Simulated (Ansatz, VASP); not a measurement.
**CoO in VASP and in Ansatz**

```
Co O
1.0
     0.00000    2.16283   -2.16283
     0.00000    2.16283    2.16283
     4.32565    0.00000    0.00000
Co O
2 2
Direct
  0.00000 0.00000 0.00000
  0.50000 0.50000 0.50000
  0.00000 0.00000 0.50000
  0.50000 0.50000 0.00000
```

Alike in both runs: task single point; functional PBE; k mesh 8 × 8 × 6; occupations gaussian, width 0.05 eV; collinear spin; Hubbard terms Co d U = 3.3 eV.

|  | VASP | Ansatz |
| --- | --- | --- |
| version | VASP 6.6.1 | Ansatz 0.2.0 |
| potentials or method | VASP PAW PBE potentials, release 64 (Co, O), cutoff 520 eV | scalar-relativistic, plane waves, PAW |
| valence electrons in the cell | 30 | 46 |

Ansatz gave:

```
gap on the k mesh at the Fermi level (eV)                     : 1.30
least direct gap on the mesh (eV)                             : 2.21
pressure (GPa)                                                : 0.2
net moment per atom (μB)                                      : 0.00
size of the moment on the site where the two differ most (μB) : 2.61
```

What did VASP give for the same quantities?

gap on the k mesh at the Fermi level (eV): 0.29; least direct gap on the mesh (eV): 1.42; pressure (GPa): -3.1; net moment per atom (μB): 0.00; size of the moment on the site where the two differ most (μB): 2.75.

Site moments also hang on the region over which each program counts them. The programs project onto different local orbitals, so the same U acts differently, and such runs can settle in different states. VASP's potentials hold 30 valence electrons a cell and Ansatz's 46, so a difference there can come from the potentials and not from the codes.
